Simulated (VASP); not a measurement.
Set up this calculation in VASP 6.6.1, as the native input.

```yaml
Task: single point
Functional: PBE
Potentials_or_basis: VASP PAW PBE potentials, release 64 (Mg, S)
Cutoff: 520 eV
k_mesh: 4 × 4 × 4
Occupations: gaussian, width 0.01 eV
Spin: no spin polarisation
Dipole_correction: no
Further_INCAR_settings: ALGO = Normal; EDIFF = 1e-06; NBANDS = 11
```

The structure of MgS lies in POSCAR:

```
MgS
1.0
    0.0000000000      2.7742593044      2.9063722572
    2.7742593044      0.0000000000      2.9063722572
    2.7742593044      2.7742593044      0.0000000000
Mg S
1 1
Direct
    0.0000000000      0.0000000000      0.0000000000
    0.2500000000      0.2500000000      0.2500000000
```

This cell differs from its parent crystal: epitaxial xy strain -2.0%.

The input as run:

INCAR

```
ALGO = Normal
EDIFF = 1E-6
ENCUT = 520
GGA = PE
ISIF = 2
ISMEAR = 0
LASPH = True
LCHARG = False
LREAL = False
LWAVE = False
NBANDS = 11
NELM = 100
PREC = Accurate
SIGMA = 0.01
```

KPOINTS

```
k-points
0
Gamma
  4 4 4
```

Potentials or basis: VASP PAW PBE potentials, release 64 (Mg, S).

Launch:

```bash
$ cat potpaw_PBE.64/Mg/POTCAR potpaw_PBE.64/S/POTCAR > POTCAR
$ mpirun -np 1 vasp_std > vasp.out
```

It gave:

| Quantity | Value |
| --- | --- |
| Pressure | 1.8 GPa |
| Band gap on the k mesh | 3.47 eV, direct |

Caveat: the k points lie up to 0.48 Å⁻¹ apart; the cell differs from its parent crystal (epitaxial xy strain -2.0%).

It took 5.2 s on 1 thread of Intel(R) Xeon(R) Platinum 8488C (Sapphire Rapids), with other jobs on the host, peak memory 0.16 GiB.
